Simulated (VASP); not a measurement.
Here is a VASP 6.6.1 calculation.

Contents of INCAR:

```
SYSTEM = HgTe
PREC = Accurate
ENCUT = 600
EDIFF = 1E-6
ISMEAR = -1
SIGMA = 0.05
LREAL = .FALSE.
LASPH = .TRUE.
NELM = 60
ALGO = Normal
ISIF = 3
LWAVE = .FALSE.
LCHARG = .FALSE.
GGA = RE
IVDW = 12
IBRION = 2
NSW = 80
EDIFFG = -0.02
```

File KPOINTS:

```
regular mesh
0
G
  7 7 7
  0 0 0
```

POSCAR

```
HgTe
1.0
    0.0000000000      3.2145000000      3.2145000000
    3.2145000000      0.0000000000      3.2145000000
    3.2145000000      3.2145000000      0.0000000000
Hg Te
1 1
Direct
    0.0000000000      0.0000000000      0.0000000000
    0.7500000000      0.7500000000      0.7500000000
```

Potentials or basis: VASP PAW PBE potentials, release 64 (Hg, Te).

Command:

```bash
$ cat potpaw_PBE.64/Hg/POTCAR potpaw_PBE.64/Te/POTCAR > POTCAR
$ mpirun -np 1 vasp_std > vasp.out
```

Task: What does it give for the relaxed volume?

Result: 34.65 Å³/atom.

Task: Predict the dispersion energy per atom.

Result: -0.660 eV.

The path:
```tsv
step	energy change (eV)	largest force (eV/Å)	pressure (GPa)	volume (Å³)
1	0.0000	0.0000	1.93	66.43
2	-0.0147	0.0000	-0.58	70.34
3	-0.0166	0.0000	0.00	69.31
```

Caveat: the PAW data sets were made with another functional, which shifts forces and pressure a little; pairwise dispersion overbinds metals, which lowers pressure and volume. Zero-point motion and thermal expansion aren't in these numbers.
